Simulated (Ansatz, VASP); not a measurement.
# Pb in VASP and in Ansatz

Contents of INCAR:

```
SYSTEM = Pb
ALGO = Normal
EDIFF = 1E-7
ENCUT = 520
GGA = RE
GGA_COMPAT = .False.
ISIF = 2
ISMEAR = 1
LASPH = .True.
LCHARG = .True.
LNONCOLLINEAR = .True.
LORBIT = 11
LORBMOM = .True.
LREAL = .False.
LSORBIT = .True.
LVHAR = .True.
LWAVE = .False.
MAGMOM = 0 0 0
NBANDS = 25
NELM = 150
PREC = Accurate
SIGMA = 0.15
```

Contents of KPOINTS:

```
k-points
0
Gamma
  7 7 7
  0 0 0
```

File POSCAR:

```
Pb
1.0
   -2.0354270000      2.0202950000      2.0204690000
    2.0329020000     -1.9741700000      1.9718190000
    1.9483690000      1.8871130000     -1.9743440000
Pb
1
Direct
   -0.0017630000      0.0037420000     -0.0012740000
```

Contents of input.yaml:

```yaml
crystal:
  lattice:
    - [-2.035427, 2.020295, 2.020469]
    - [2.032902, -1.97417, 1.971819]
    - [1.948369, 1.887113, -1.974344]
  atoms:
    - { symbol: Pb, position: [-0.001763, 0.003742, -0.001274] }
hamiltonian:
  xc: revpbe
  pseudopotentials: { kind: paw_fr }
magnetization:
  noncollinear: true
  spin_orbit: true
kpoints:
  mp_grid: { grid: [7, 7, 7] }
scf:
  occupations: { method: methfessel_paxton, width: 0.15 }
output:
  forces: true
  stress: true
  eigenvalues: true
  write_density: true
  write_potential: true
  elf: true
  volumetric_format: npy
```

Alike in both runs: task single point; functional revPBE; k mesh 7 × 7 × 7; occupations methfessel-paxton of order 1, width 0.15 eV; non-collinear spin, spin-orbit coupling.

|  | VASP | Ansatz |
| --- | --- | --- |
| version | VASP 6.6.1 | Ansatz 0.2.0 |
| potentials or method | VASP PAW PBE potentials, release 64 (Pb_d) | Ansatz PAW |
| plane-wave cutoff (eV) | 520 | 420 |
| valence electrons in the cell | 14 | 14 |

Ansatz gave:

- pressure (GPa): 2.4
- traceless stress, the component that is largest in VASP (GPa): 0.58

Task: What did VASP give for the same quantities?

Result: Pressure (GPa): 2.3; traceless stress, the component that is largest in VASP (GPa): 0.62.

VASP's potentials were made for PBE, not for revPBE.
